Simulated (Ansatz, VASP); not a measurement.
## Two plane-wave programs on ZnSnP2

```
Zn Sn P
1.0
    -2.87936    2.87936    5.77346
     2.87936   -2.87936    5.77346
     2.87936    2.87936   -5.77346
Zn Sn P
2 2 4
Direct
  0.75000 0.25000 0.50000
  0.00000 0.00000 0.00000
  0.25000 0.75000 0.50000
  0.50000 0.50000 0.00000
  0.37500 0.35279 0.47779
  0.64721 0.12500 0.02221
  0.10279 0.62500 0.97779
  0.87500 0.89721 0.52221
```

Alike in both runs: task single point; functional PBE; k mesh 6 × 6 × 6; no spin polarisation.

|  | VASP | Ansatz |
| --- | --- | --- |
| version | VASP 6.6.1 | Ansatz 0.2.0 |
| potentials or method | VASP PAW PBE potentials, release 64 (Zn, Sn_d, P) | plane waves, PAW |
| plane-wave cutoff (eV) | 500 | 420 |
| occupations | gaussian, width 0.01 eV | fixed |
| valence electrons in the cell | 72 | 72 |

```tsv
	VASP	Ansatz	Ansatz less VASP
gap on the k mesh at the Fermi level (eV)	0.54	0.53	-0.006
pressure (GPa)	-1.8	-1.8	-0.01
rms of the force components (eV/Å)	0.032	0.024	-0.0085
```

Atom by atom the forces differ by 0.009 eV/Å (rms over components).
